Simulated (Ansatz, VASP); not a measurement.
## Cr: VASP beside Ansatz

INCAR

```
ALGO     = Normal         # electronic algorithm
EDIFF    = 1E-6           # SCF threshold, eV
ENCUT    = 520            # plane-wave cutoff, eV
GGA      = PE             # functional
ISIF     = 2              # what is computed and relaxed
ISMEAR   = 1              # smearing method
LASPH    = True           # aspherical terms in the spheres
LCHARG   = False          # write CHGCAR
LREAL    = False          # projectors in reciprocal space
LWAVE    = False          # write WAVECAR
NBANDS   = 12             # bands
NELM     = 80             # most SCF steps
PREC     = Accurate       # precision mode
SIGMA    = 0.2            # smearing width, eV
```

File KPOINTS:

```
k-points
0
Gamma
  15 15 15
```

Contents of POSCAR:

```
Cr
1.0
   -1.4243177237      1.4243177237      1.4243177237
    1.4243177237     -1.4243177237      1.4243177237
    1.4243177237      1.4243177237     -1.4243177237
Cr
1
Direct
    0.0000000000      0.0000000000      0.0000000000
```

Input for Ansatz:

```yaml
crystal:
  lattice:
    - [-1.4243177237, 1.4243177237, 1.4243177237]
    - [1.4243177237, -1.4243177237, 1.4243177237]
    - [1.4243177237, 1.4243177237, -1.4243177237]
  atoms:
    - { symbol: Cr, position: [0.0, 0.0, 0.0] }
hamiltonian:
  xc: pbe
  pseudopotentials:
    kind: paw
    azcp:
      Cr: "pseudopotentials/Cr.paw.azcp"
basis:
  ecutwfc: 420
  fft_grid_basis: typed
kpoints:
  mp_grid: { grid: [15, 15, 15], shift: [0, 0, 0] }
magnetization:
  spin_polarized: false
scf:
  occupations: { method: methfessel_paxton, width: 0.2 }
  lower_state_search: "off"
output:
  stress: true
```

Alike in both runs: task single point; functional PBE; k mesh 15 × 15 × 15; occupations methfessel-paxton of order 1, width 0.2 eV; no spin polarisation.

|  | VASP | Ansatz |
| --- | --- | --- |
| version | VASP 6.6.1 | Ansatz 0.2.0 |
| potentials or method | VASP PAW PBE potentials, release 64 (Cr_pv), cutoff 520 eV | plane waves (420 eV) with PAW, scalar-relativistic |
| valence electrons in the cell | 12 | 14 |

Ansatz gave:

```
pressure (GPa) : -0.2
```

Question: Estimate VASP's values.

Answer: Pressure (GPa): -0.7.

The functional is the same, so the differences come from potentials, cutoffs and numerics. VASP's potentials hold 12 valence electrons a cell and Ansatz's 14, so a difference there can come from the potentials and not from the codes.
